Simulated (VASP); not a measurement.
Ca:

```
Ca
1.0
     0.00000    2.80050    2.80050
     2.80050    0.00000    2.80050
     2.80050    2.80050    0.00000
Ca
1
Direct
  0.00000 0.00000 0.00000
```

- Program: VASP 6.6.1
- Task: relaxation of cell and atoms
- Functional: PBEsol
- Potentials or basis: VASP PAW PBE potentials, release 64 (Ca_sv)
- Cutoff: 500 eV
- k mesh: 14 × 14 × 14
- Occupations: gaussian, width 0.1 eV
- Spin: no spin polarisation

At the start: pressure -1.2 GPa; volume 43.93 Å³/atom.

Problem. Where does the relaxation end?

Solution. Over 4 steps the energy falls by 13.7 meV/atom and the volume is 40.60 Å³/atom (-7.6 %); space group Fm-3m (No. 225, to 0.1 Å) before and after.

The path:
| step | energy change (eV) | largest force (eV/Å) | pressure (GPa) | volume (Å³) |
| --- | --- | --- | --- | --- |
| 1 | 0.0000 | 0.0000 | -1.25 | 43.93 |
| 2 | -0.0119 | 0.0000 | -0.50 | 41.79 |
| 3 | -0.0137 | 0.0000 | -0.04 | 40.68 |
| 4 | -0.0137 | 0.0000 | 0.00 | 40.60 |

Final structure:
```
CELL_PARAMETERS angstrom
0.00000 2.72781 2.72781
2.72781 0.00000 2.72781
2.72781 2.72781 0.00000
ATOMIC_POSITIONS crystal
Ca 0.00000 0.00000 0.00000
```

Caveat: the PAW data sets were made with another functional, which shifts forces and pressure a little.
